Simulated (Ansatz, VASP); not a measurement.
# AsAu3: VASP beside Ansatz

```
CELL_PARAMETERS angstrom
5.95899 0.00000 0.00000
-2.97949 5.16063 0.00000
0.00000 0.00000 4.80891
ATOMIC_POSITIONS crystal
As 0.66667 0.33333 0.25000
As 0.33333 0.66667 0.75000
Au 0.33366 0.16683 0.75000
Au 0.83317 0.16683 0.75000
Au 0.83317 0.66634 0.75000
Au 0.66634 0.83317 0.25000
Au 0.16683 0.83317 0.25000
Au 0.16683 0.33366 0.25000
```

Alike in both runs: task single point; functional PBE; k mesh 6 × 6 × 4; occupations gaussian, width 0.1 eV; no spin polarisation.

```csv
,VASP,Ansatz
version,VASP 6.6.1,Ansatz 0.2.0
potentials or method,"VASP PAW PBE potentials, release 64 (As, Au), cutoff 520 eV","scalar-relativistic, plane waves, PAW"
valence electrons in the cell,76,144
```

```tsv
	VASP	Ansatz	Ansatz less VASP
gap on the k mesh at the Fermi level (eV)	none	none	-
pressure (GPa)	-1.0	-0.9	+0.18
traceless stress, the component that is largest in VASP (GPa)	0.23	0.23	0.000
rms of the force components (eV/Å)	0.016	0.016	-0.0003
```

Atom by atom the forces differ by 0.000 eV/Å (rms over components). A gap of «none» marks a metal or a gap that the smearing closes. With one functional, cell and mesh, what is left measures potentials, basis and numerics. VASP's potentials hold 76 valence electrons a cell and Ansatz's 144, so a difference there can come from the potentials and not from the codes.

Neither program's run includes spin-orbit coupling.
